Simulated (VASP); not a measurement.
# TiCo3 (Pm-3m) in VASP: a series of runs, part 2 of 2

VASP 6.6.1.

## Step 5: Single point, PBEsol, collinear spin, ferromagnetic start (10.29 Å³/atom)

This run uses another cell than the first one, of 10.29 Å³/atom.

Input file INCAR:

```
SYSTEM = TiCo3
PREC = Accurate
ENCUT = 520
EDIFF = 1E-7
ISMEAR = 0
SIGMA = 0.15
LREAL = .False.
LASPH = .True.
NELM = 150
ALGO = Fast
ISIF = 2
LWAVE = .False.
LCHARG = .False.
ISPIN = 2
MAGMOM = 0.8 1.76 1.76 1.76
LORBIT = 11
NUPDOWN = 6.08
LMAXMIX = 4
GGA = PS
NBANDS = 32
```

Input file KPOINTS:

```
Automatic mesh
0
Gamma
  12 12 12
  0 0 0
```

Input file POSCAR:

```
TiCo3
1.0
    3.4529205823      0.0000000000      0.0000000000
    0.0000000000      3.4529205823      0.0000000000
    0.0000000000      0.0000000000      3.4529205823
Ti Co
1 3
Direct
    0.0000000000      0.0000000000      0.0000000000
    0.0000000000      0.5000000000      0.5000000000
    0.5000000000      0.0000000000      0.5000000000
    0.5000000000      0.5000000000      0.0000000000
```

On the command line:

```sh
cat potpaw_PBE.64/Ti_sv/POTCAR potpaw_PBE.64/Co/POTCAR > POTCAR
mpirun -np 1 vasp_std > vasp.out
```

It took 7.9 min on 1 thread of Oxide Virtual Turin-like, shared host; peak memory 0.26 GiB.

Results (log left out):

- Free energy: -29.7808 eV
- Pressure: 44.0 GPa
- Net moment: 6.08 μB per cell
- Site moments: Ti +0.48; Co +1.79 μB
- Valence electrons inside the program's atomic spheres: Ti 10.71; Co 8.54

Caveat: the cell stands under pressure; the PAW data sets were made with another functional, which shifts forces and pressure a little; the total moment is fixed, so each spin has its own Fermi level and the state may be an excited one.

## Step 6: Single point, PBEsol, collinear spin, ferromagnetic start (10.29 Å³/atom)

This run uses another cell than the first one, of 10.29 Å³/atom.

Input file INCAR:

```
SYSTEM = TiCo3
ALGO     = Normal         ! electronic algorithm
EDIFF    = 1E-6           ! SCF threshold, eV
ENCUT    = 520            ! plane-wave cutoff, eV
GGA      = PS             ! functional
ISIF     = 2              ! what is computed and relaxed
ISMEAR   = 0              ! smearing method
ISPIN    = 2              ! spin polarisation
LASPH    = .True.         ! aspherical terms in the spheres
LCHARG   = .True.         ! write CHGCAR
LELF     = .True.         ! ELF
LMAXMIX  = 4              ! l up to which the mixer works
LORBIT   = 11             ! projections on sites
LREAL    = .False.        ! projectors in reciprocal space
LVHAR    = .True.       
LWAVE    = .False.        ! write WAVECAR
MAGMOM   = 0.4 0.88 0.88 0.88 ! initial moments
NBANDS   = 32             ! bands
NELM     = 150            ! most SCF steps
NUPDOWN  = 3.04           ! fixed moment
PREC     = Accurate       ! precision mode
SIGMA    = 0.15           ! smearing width, eV
```

Input file KPOINTS:

```
k-points
0
Gamma
  12 12 12
  0 0 0
```

POSCAR is that of step 5.

Potentials or basis: VASP PAW PBE potentials, release 64 (Ti_sv, Co).

On the command line:

```sh
cat potpaw_PBE.64/Ti_sv/POTCAR potpaw_PBE.64/Co/POTCAR > POTCAR
mpirun -np 1 vasp_std > vasp.out
```

OUTCAR:

```text
SYSTEM = TiCo3
   EDIFF = 1E-6
   ENCUT = 520
   GGA = PS
   ISIF = 2
   ISMEAR = 0
   ISPIN = 2
   LASPH = .True.
   LORBIT = 11
   LREAL = .False.
   NELM = 150
   NUPDOWN = 3.04
   PREC = Accurate

 ion  position               nearest neighbor table
   1  0.000  0.000  0.000-   2 2.44   3 2.44   4 2.44   2 2.44   3 2.44   2 2.44   4 2.44   2 2.44
                             3 2.44   4 2.44   3 2.44   4 2.44
   2  0.000  0.500  0.500-   1 2.44   3 2.44   4 2.44   1 2.44   4 2.44   1 2.44   3 2.44   1 2.44
                             3 2.44   4 2.44   4 2.44   3 2.44
   3  0.500  0.000  0.500-   1 2.44   2 2.44   4 2.44   1 2.44   4 2.44   2 2.44   4 2.44   4 2.44
                             1 2.44   2 2.44   1 2.44   2 2.44
   4  0.500  0.500  0.000-   1 2.44   2 2.44   3 2.44   2 2.44   3 2.44   1 2.44   3 2.44   3 2.44
                             1 2.44   2 2.44   2 2.44   1 2.44

  LATTYP: Found a simple cubic cell.
 ALAT       =     3.4529205823

  Lattice vectors:

 A1 = (   3.4529205823,   0.0000000000,   0.0000000000)
 A2 = (   0.0000000000,   3.4529205823,   0.0000000000)
 A3 = (   0.0000000000,   0.0000000000,   3.4529205823)

Analysis of symmetry for initial positions (statically):
=====================================================================
 Subroutine PRICEL returns:
 Original cell was already a primitive cell.

 Routine SETGRP: Setting up the symmetry group for a
 simple cubic supercell.

 Subroutine GETGRP returns: Found 48 space group operations
 (whereof 48 operations were pure point group operations)
 out of a pool of 48 trial point group operations.

The static configuration has the point symmetry O_h .

Analysis of symmetry for dynamics (positions and initial velocities):
=====================================================================
 Subroutine PRICEL returns:
 Original cell was already a primitive cell.

 Routine SETGRP: Setting up the symmetry group for a
 simple cubic supercell.

 Subroutine GETGRP returns: Found 48 space group operations
 (whereof 48 operations were pure point group operations)
 out of a pool of 48 trial point group operations.

The dynamic configuration has the point symmetry O_h .
[... 170 lines left out ...]
 fundamental gap:     -1.2951907161
 Fermi energy:        13.0023423502

 spin component 1

 k-point     1 :       0.0000    0.0000    0.0000
  band No.  band energies     occupation
      1     -44.1350      1.00000
      2     -20.5219      1.00000
      3     -20.5219      1.00000
      4     -20.5219      1.00000
      5       3.0829      1.00000
      6       6.4608      1.00000
[... 805 lines left out ...]
     30      24.5534      0.00000
     31      25.1718      0.00000

 [... further k-points ...]

 spin component 2

 k-point     1 :       0.0000    0.0000    0.0000
  band No.  band energies     occupation
      1     -44.3214      1.00000
      2     -20.7113      1.00000
      3     -20.7113      1.00000
      4     -20.7113      1.00000
      5       3.1922      1.00000
      6       6.9871      1.00000
[... 805 lines left out ...]
     30      24.9194      0.00000
     31      25.4452      0.00000

 [... further k-points ...]

 [bands above 31 left out]

------------------------ aborting loop because EDIFF is reached ----------------------------------------

  FORCE on cell =-STRESS in cart. coord.  units (eV):
  Direction    XX          YY          ZZ          XY          YZ          ZX
  --------------------------------------------------------------------------------------
  -------------------------------------------------------------------------------------
  Total        6.1578445      6.1578445      6.1578445     -0.0000000     -0.0000000      0.0000000
  in kB      239.6511580    239.6511580    239.6511580     -0.0000000     -0.0000000      0.0000000
  external PRESSURE =     239.6511580 kB  Pullay stress =       0.0000000 kB

 VOLUME and BASIS-vectors are now :
 -----------------------------------------------------------------------------
  energy-cutoff  :      520.00
  volume of cell :       41.17
      direct lattice vectors                 reciprocal lattice vectors
     3.452920582  0.000000000  0.000000000     0.289609904  0.000000000  0.000000000
     0.000000000  3.452920582  0.000000000     0.000000000  0.289609904  0.000000000
     0.000000000  0.000000000  3.452920582     0.000000000  0.000000000  0.289609904

 POSITION                                       TOTAL-FORCE (eV/Angst)
 -----------------------------------------------------------------------------------
      0.00000      0.00000      0.00000         0.000000      0.000000      0.000000
      0.00000      1.72646      1.72646         0.000000      0.000000      0.000000
      1.72646      0.00000      1.72646         0.000000      0.000000      0.000000
      1.72646      1.72646      0.00000         0.000000      0.000000      0.000000
 -----------------------------------------------------------------------------------
    total drift:                                0.000000      0.000000      0.000000

  FREE ENERGIE OF THE ION-ELECTRON SYSTEM (eV)
  ---------------------------------------------------
  free  energy   TOTEN  =       -32.3430571132 eV

  energy  without entropy=      -32.2950680546  energy(sigma->0) =      -32.31906258

 total charge

# of ion       s       p       d       tot
------------------------------------------
    1        2.302   6.249   2.085  10.637
    2        0.562   0.621   7.384   8.567
    3        0.562   0.621   7.384   8.567
    4        0.562   0.621   7.384   8.567
--------------------------------------------------
tot          3.988   8.113  24.238  36.339

 magnetization (x)

# of ion       s       p       d       tot
------------------------------------------
    1       -0.002  -0.012  -0.207  -0.221
    2       -0.002   0.009   1.076   1.083
    3       -0.002   0.009   1.076   1.083
    4       -0.002   0.009   1.076   1.083
--------------------------------------------------
tot         -0.007   0.014   3.021   3.028
```

It took 5.3 min on 1 thread of Oxide Virtual Turin-like, shared host; peak memory 0.25 GiB.

Results:

- Free energy: -32.3431 eV
- Pressure: 24.0 GPa
- Net moment: 3.04 μB per cell
- Site moments: Ti -0.22; Co +1.08 μB
- Valence electrons inside the program's atomic spheres: Ti 10.64; Co 8.57

Caveat: the cell stands under pressure; the PAW data sets were made with another functional, which shifts forces and pressure a little; the total moment is fixed, so each spin has its own Fermi level and the state may be an excited one.

## Step 7: Summary

| fixed moment (μB) | cell | pressure (GPa) | moment (μB) |
| --- | --- | --- | --- |
| 3.04 | a = 3.669 Å, 4 atoms | -16.8 | 3.04 |
| 0.76 | a = 3.528 Å, 4 atoms | -0.4 | 0.76 |
| 2.28 | a = 3.528 Å, 4 atoms | 3.0 | 2.28 |
| 6.08 | a = 3.453 Å, 4 atoms | 44.0 | 6.08 |
| 3.04 | a = 3.453 Å, 4 atoms | 24.0 | 3.04 |

Alike in all rows: task single point; level PBEsol; potentials or basis VASP PAW PBE potentials, release 64 (Ti_sv, Co); spin collinear, ferromagnetic start; k mesh 12 × 12 × 12; cutoff (eV) 520; smearing gaussian 0.15 eV.

Caveats: the PAW data sets were made with another functional, which shifts forces and pressure a little; the total moment is fixed, so each spin has its own Fermi level and the state may be an excited one; the cell stands under pressure (at least some runs); the cell stands under tension (at least some runs).

Total energies depend on the potentials used, so only differences within one code and one set of settings carry meaning.
